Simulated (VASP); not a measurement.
# H15C2NO6 in VASP: notebook, part 3 of 3

VASP 6.6.1. The steps go on from the part before.

**5. Single point, PBE+D3(BJ)**

INCAR reads:

```
  PREC = Accurate
  ENCUT = 520
  EDIFF = 1E-7
  ISMEAR = -1
  SIGMA = 0.05
  LREAL = Auto
  LASPH = T
  NELM = 80
  ALGO = Normal
  ISIF = 2
  LWAVE = F
  LCHARG = F
  GGA = PE
  IVDW = 12
  NBANDS = 50
```

KPOINTS reads:

```
Automatic mesh
0
Gamma
  1 1 1
```

POSCAR reads:

```
H15C2NO6
1.0
    6.6471370000      0.0000000000      0.0000000000
    0.0000000000      6.6471370000      0.0000000000
    0.0000000000      0.0000000000      6.6471370000
O H C N
6 15 2 1
Direct
    0.2724631672      0.5133187416      0.7443354936
    0.7938605749      0.8349308883      0.4448080429
    0.5227814622      0.5641376129      0.0142467351
    0.3326093625      0.9127839550      0.0241006015
    0.7863535835      0.1800323959      0.6581028795
    0.5877116720      0.4804023146      0.4688334241
    0.3724159740      0.5061126316      0.8516749392
    0.1853579970      0.3955537549      0.7406647403
    0.7339099525      0.8725410654      0.3174750272
    0.7434930256      0.6893494146      0.4628609279
    0.4568132115      0.7058527604      0.0441693920
    0.5402476284      0.4791386126      0.1328391456
    0.4265144528      0.9722832552     -0.0658629422
    0.2232389674      0.8660721150     -0.0635461553
    0.7735811674      0.1493274473      0.8038949701
    0.7748749574      0.0523533666      0.5923602899
    0.4632069416      0.4763103273      0.5531253531
    0.6607055037      0.3739655133      0.5475139146
    1.2119653920      0.3722504892      0.2955708601
    1.0432461374      0.5581952049      0.2173567357
    1.0024917495      0.4153517522      0.4434540765
    1.0489177521      0.4101314596      0.2832196779
    0.9353801494      0.2597057951      0.1841093391
    0.8363450310      0.1336063932      0.1055040689
```

Potentials or basis: VASP PAW PBE potentials, release 64 (O, H, C, N).

The run is started by

```sh
cat potpaw_PBE.64/O/POTCAR potpaw_PBE.64/H/POTCAR potpaw_PBE.64/C/POTCAR potpaw_PBE.64/N/POTCAR > POTCAR
mpirun -np 1 vasp_gam > vasp.out
```

OUTCAR:

```text
PREC = Accurate
   ENCUT = 520
   EDIFF = 1E-7
   ISMEAR = -1
   LREAL = Auto
   LASPH = T
   NELM = 80
   ISIF = 2
   GGA = PE
   IVDW = 12
 IVDW          = 12

 ion  position               nearest neighbor table
   1  0.272  0.513  0.744-   8 0.97   7 0.98
   2  0.794  0.835  0.445-   9 0.97  10 1.03
   3  0.523  0.564  0.014-  12 0.98  11 1.06
   4  0.333  0.913  0.024-  13 0.95  14 0.98
   5  0.786  0.180  0.658-  16 0.96  15 0.99
   6  0.588  0.480  0.469-  17 1.00  18 1.00
   7  0.372  0.506  0.852-   1 0.98
   8  0.185  0.396  0.741-   1 0.97
   9  0.734  0.873  0.317-   2 0.97
  10  0.743  0.689  0.463-   2 1.03
  11  0.457  0.706  0.044-   3 1.06
  12  0.540  0.479  0.133-   3 0.98
  13  0.427  0.972  0.934-   4 0.95
  14  0.223  0.866  0.936-   4 0.98
  15  0.774  0.149  0.804-   5 0.99
  16  0.775  0.052  0.592-   5 0.96
  17  0.463  0.476  0.553-   6 1.00
  18  0.661  0.374  0.548-   6 1.00
  19  0.212  0.372  0.296-  22 1.12
  20  0.043  0.558  0.217-  22 1.08
  21  0.002  0.415  0.443-  22 1.11
  22  0.049  0.410  0.283-  20 1.08  21 1.11  19 1.12  23 1.42
  23  0.935  0.260  0.184-  24 1.19  22 1.42
  24  0.836  0.134  0.106-  23 1.19

  LATTYP: Found a simple cubic cell.
 ALAT       =     6.6471370000

  Lattice vectors:

 A1 = (   6.6471370000,   0.0000000000,   0.0000000000)
 A2 = (   0.0000000000,   6.6471370000,   0.0000000000)
 A3 = (   0.0000000000,   0.0000000000,   6.6471370000)

Analysis of symmetry for initial positions (statically):
=====================================================================
 Subroutine PRICEL returns:
 Original cell was already a primitive cell.

 Routine SETGRP: Setting up the symmetry group for a
 simple cubic supercell.

 Subroutine GETGRP returns: Found  1 space group operations
 (whereof  1 operations were pure point group operations)
 out of a pool of 48 trial point group operations.

The static configuration has the point symmetry C_1 .

Analysis of symmetry for dynamics (positions and initial velocities):
=====================================================================
 Subroutine PRICEL returns:
 Original cell was already a primitive cell.

 Routine SETGRP: Setting up the symmetry group for a
 simple cubic supercell.

 Subroutine GETGRP returns: Found  1 space group operations
 (whereof  1 operations were pure point group operations)
 out of a pool of 48 trial point group operations.

The dynamic configuration has the point symmetry C_1 .

 Subroutine INISYM returns: Found  1 space group operations
 (whereof  1 operations are pure point group operations),
 and found     1 'primitive' translations

----------------------------------------------------------------------------------------

                                     Primitive cell

  volume of cell :     293.7000

  direct lattice vectors                    reciprocal lattice vectors
     6.647137000  0.000000000  0.000000000     0.150440709  0.000000000  0.000000000
     0.000000000  6.647137000  0.000000000     0.000000000  0.150440709  0.000000000
     0.000000000  0.000000000  6.647137000     0.000000000  0.000000000  0.150440709

  length of vectors
     6.647137000  6.647137000  6.647137000     0.150440709  0.150440709  0.150440709

  position of ions in fractional coordinates (direct lattice)
     0.272463167  0.513318742  0.744335494
     0.793860575  0.834930888  0.444808043
     0.522781462  0.564137613  0.014246735
     0.332609363  0.912783955  0.024100602
     0.786353584  0.180032396  0.658102879
     0.587711672  0.480402315  0.468833424
[... 16 lines left out ...]
     0.935380149  0.259705795  0.184109339
     0.836345031  0.133606393  0.105504069

  ion indices of the primitive-cell ions
   primitive index   ion index
                 1           1
                 2           2
                 3           3
                 4           4
                 5           5
                 6           6
[... 16 lines left out ...]
                23          23
                24          24

----------------------------------------------------------------------------------------

 KPOINTS: Automatic mesh

Automatic generation of k-mesh.
 Grid dimensions read from file:
 generate k-points for:    1    1    1

 Generating k-lattice:

  Cartesian coordinates                     Fractional coordinates (reciprocal lattice)
     0.150440709  0.000000000  0.000000000     1.000000000  0.000000000  0.000000000
     0.000000000  0.150440709  0.000000000     0.000000000  1.000000000  0.000000000
     0.000000000  0.000000000  0.150440709     0.000000000  0.000000000  1.000000000

  Length of vectors
     0.150440709  0.150440709  0.150440709

  Shift w.r.t. Gamma in fractional coordinates (k-lattice)
     0.000000000  0.000000000  0.000000000

 Subroutine IBZKPT returns following result:
 ===========================================

 Found      1 irreducible k-points:

 Following reciprocal coordinates:
            Coordinates               Weight
  0.000000  0.000000  0.000000      1.000000
   k-points           NKPTS =      1   k-points in BZ     NKDIM =      1   number of bands    NBANDS=     50
   number of dos      NEDOS =    301   number of ions     NIONS =     24
   total plane-waves  NPLWV = 125000
   dimension x,y,z NGX =    50 NGY =   50 NGZ =   50
   dimension x,y,z NGXF=   100 NGYF=  100 NGZF=  100
   ions per type =               6  15   2   1
   NGX,Y,Z   is equivalent  to a cutoff of  12.51, 12.51, 12.51 a.u.
   NGXF,Y,Z  is equivalent  to a cutoff of  25.01, 25.01, 25.01 a.u.
 SYSTEM =  unknown system
   PREC   = accura    normal or accurate (medium, high low for compatibility)
   ISTART =      0    job   : 0-new  1-cont  2-samecut
   ICHARG =      2    charge: 1-file 2-atom 10-const
   ISPIN  =      1    spin polarized calculation?
   LNONCOLLINEAR =      F non collinear calculations
   LSORBIT =      F    spin-orbit coupling
   LASPH  =      T    aspherical Exc in radial PAW
   ENCUT  =  520.0 eV  38.22 Ry    6.18 a.u.  12.36 12.36 12.36*2*pi/ulx,y,z
   NELM   =     80;   NELMIN=  2; NELMDL= -5     # of ELM steps
   EDIFF  = 0.1E-06   stopping-criterion for ELM
   LREAL  =      T    real-space projection
   EDIFFG = 0.1E-05   stopping-criterion for IOM
   NSW    =      0    number of steps for IOM
   IBRION =     -1    ionic relax: 0-MD 1-quasi-New 2-CG
   NFREE  =      0    steps in history (QN), initial steepest desc. (CG)
   ISIF   =      2    stress and relaxation
   ISYM   =      2    0-nonsym 1-usesym 2-fastsym
   POTIM  = 0.5000    time-step for ionic-motion
   TEBEG  =    0.0;   TEEND  =   0.0 temperature during run
   PSTRESS=    0.0 pullay stress
   NELECT =      64.0000    total number of electrons
   NUPDOWN=      -1.0000    fix difference up-down
   EMIN   =  10.00;   EMAX   =-10.00  energy-range for DOS
   EFERMI =   0.00;   METHOD = LEGACY
   ISMEAR =    -1;   SIGMA  =   0.05  broadening in eV -4-tet -1-fermi 0-gaus
   EFERMI_NEDOS =   21; number of points for ismear=-14 and -15
   IALGO  =     38    algorithm
   IMIX   =      4    mixing-type and parameters
     AMIX     =   0.40;   BMIX     =  1.00
     AMIX_MAG =   1.60;   BMIX_MAG =  1.00
  volume/ion in A,a.u.               =      12.24        82.58
  Fermi-wavevector in a.u.,A,eV,Ry     =   0.985145  1.861654 13.204601  0.970511
  Thomas-Fermi vector in A             =   2.116430
   LORBIT       =      0    0 simple, 1 ext, 2 COOP (PROOUT), +10 PAW based schemes
   GGA     = PE    functional components
   LHFCALC =     F    Hartree Fock is set to
   AEXX    =    0.0000 exact exchange contribution
   IVDW    =    12    specifies the selected vdW correction
   LEPSILON=     F    determine dielectric tensor
   LRPA    =     F    only Hartree local field effects (RPA)
 non-spin polarized calculation
  energy-cutoff  :      520.00
  volume of cell :      293.70
 maximum number of plane-waves:      3941
 NGX is ok and might be reduce to    50
   NGX = 25   NGY = 25   NGZ = 25

 number of electron      64.0000027 magnetization

 Free energy of the ion-electron system (eV)
  ---------------------------------------------------
  ext. energy  EPLUGINS =         0.00000000
  ---------------------------------------------------
  free energy    TOTEN  =      -124.02464255 eV

  energy without entropy =     -124.02464255  energy(sigma->0) =     -124.02464255

 E-fermi :  -2.5560     XC(G=0):  -6.2295

 val. band max:       -3.7732190739   @ k =   0.0000   0.0000   0.0000
 cond. band min:       0.7727610644   @ k =   0.0000   0.0000   0.0000
 fundamental gap:      4.5459801382
 Fermi energy:        -2.5560088027

 k-point     1 :       0.0000    0.0000    0.0000
  band No.  band energies     occupation
      1     -23.6510      2.00000
      2     -22.4656      2.00000
      3     -22.3198      2.00000
      4     -21.7379      2.00000
      5     -21.5829      2.00000
      6     -21.5000      2.00000
[... 36 lines left out ...]
     43       5.8894      0.00000
     44       6.0004      0.00000
 [bands above 44 left out]

------------------------ aborting loop because EDIFF is reached ----------------------------------------

 Edisp (eV)   -0.79700

 E8    (eV) :    -0.1725

  FORCE on cell =-STRESS in cart. coord.  units (eV):
  Direction    XX          YY          ZZ          XY          YZ          ZX
  --------------------------------------------------------------------------------------
  -------------------------------------------------------------------------------------
  Total      -0.56908    -2.34230     1.33812    -1.12638    -0.19450     0.46673
  in kB      -3.10442   -12.77757     7.29962    -6.14459    -1.06102     2.54610
  external pressure =       -2.86 kB  Pullay stress =        0.00 kB

 VOLUME and BASIS-vectors are now :
 -----------------------------------------------------------------------------
  energy-cutoff  :      520.00
  volume of cell :      293.70
      direct lattice vectors                 reciprocal lattice vectors
     6.647137000  0.000000000  0.000000000     0.150440709  0.000000000  0.000000000
     0.000000000  6.647137000  0.000000000     0.000000000  0.150440709  0.000000000
     0.000000000  0.000000000  6.647137000     0.000000000  0.000000000  0.150440709

 POSITION                                       TOTAL-FORCE (eV/Angst)
 -----------------------------------------------------------------------------------
      1.81110      3.41210      4.94770        -1.403834     -0.020087     -1.956795
      5.27690      5.54990      2.95670        -0.244125     -1.403958      0.227405
      3.47500      3.74990      0.09470        -0.076668      1.235449      0.245396
      2.21090      6.06740      0.16020        -0.950197     -0.558405      0.464264
      5.22700      1.19670      4.37450        -0.037226      1.276882      1.774178
      3.90660      3.19330      3.11640        -0.180806     -0.804059      0.614718
[... 16 lines left out ...]
      6.21760      1.72630      1.22380        -1.649457     -2.079684     -1.630742
      5.55930      0.88810      0.70130         1.265564      1.717790      0.865620
 -----------------------------------------------------------------------------------
    total drift:                                0.002930      0.002581      0.008663

  FREE ENERGIE OF THE ION-ELECTRON SYSTEM (eV)
  ---------------------------------------------------
  free  energy   TOTEN  =      -124.8216382137 eV

  energy  without entropy=     -124.8216382136  energy(sigma->0) =     -124.82163821
```

Wall time 21 s (1 thread of Intel Xeon 6975P-C (Granite Rapids), shared host); peak memory 0.32 GiB.

Results:

```
Free energy                : -124.8216 eV
Pressure                   : -0.3 GPa
Largest force              : 3.115 eV/Å
Band gap on the k mesh     : 4.55 eV
Dispersion energy per atom : -0.033 eV
```

Forces on the atoms (eV/Å):
```
O   -1.404 -0.020 -1.957
O   -0.244 -1.404  0.227
O   -0.077  1.235  0.245
O   -0.950 -0.558  0.464
O   -0.037  1.277  1.774
O   -0.181 -0.804  0.615
H    0.760 -0.353  1.225
H    0.155  0.100  0.304
H    0.054  0.228 -0.303
H   -0.072  1.321  0.109
H    0.714 -1.861  0.245
H   -0.089  0.592  0.302
H    0.845  0.746 -0.786
H    0.097  0.056  0.157
H    0.222  0.343 -0.614
H    0.004 -1.619 -0.945
H   -0.085  0.799 -0.283
H    0.315 -0.018 -0.479
H   -0.411 -0.197 -0.379
H   -0.407  0.537 -0.315
H   -0.210  0.171 -0.356
C    1.383 -0.207  1.513
C   -1.649 -2.080 -1.631
N    1.266  1.718  0.866
```

Caveat: the k points lie up to 0.95 Å⁻¹ apart.
